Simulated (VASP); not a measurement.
Runs of VASP 6.6.1 on MgS. The structure is that of space group Fm-3m (No. 225), or close to it. The cells are those of the table. 

| cell | gap on the mesh (eV) | pressure (GPa) |
| --- | --- | --- |
| a = 3.772, b = 3.772, c = 3.679 Å, angles 60.8, 60.8, 58.4°, 2 atoms | 2.42 | -4.1 |
| a = 3.634, b = 3.634, c = 3.587 Å, angles 60.4, 60.4, 59.2°, 2 atoms | (b) | 3.2 |
| a = 3.542, b = 3.542, c = 3.587 Å, angles 59.6, 59.6, 60.9°, 2 atoms | 2.77 | (a) |
| a = 3.587 Å, angles 60.0°, 2 atoms | (c) | 5.5 |
| a = 3.863 Å, angles 60.0°, 2 atoms | 2.39 | -9.2 |

Alike in all rows: task single point; level PBEsol; potentials or basis VASP PAW PBE potentials, release 64 (Mg, S); no spin polarisation; k mesh 8 × 8 × 8; cutoff (eV) 520; smearing gaussian 0.05 eV.

Fill in the values left out.

(a) 8.4; (b) 2.70; (c) 2.86.

Caveats: the PAW data sets were made with another functional, which shifts forces and pressure a little.

A k mesh can miss the band edges.
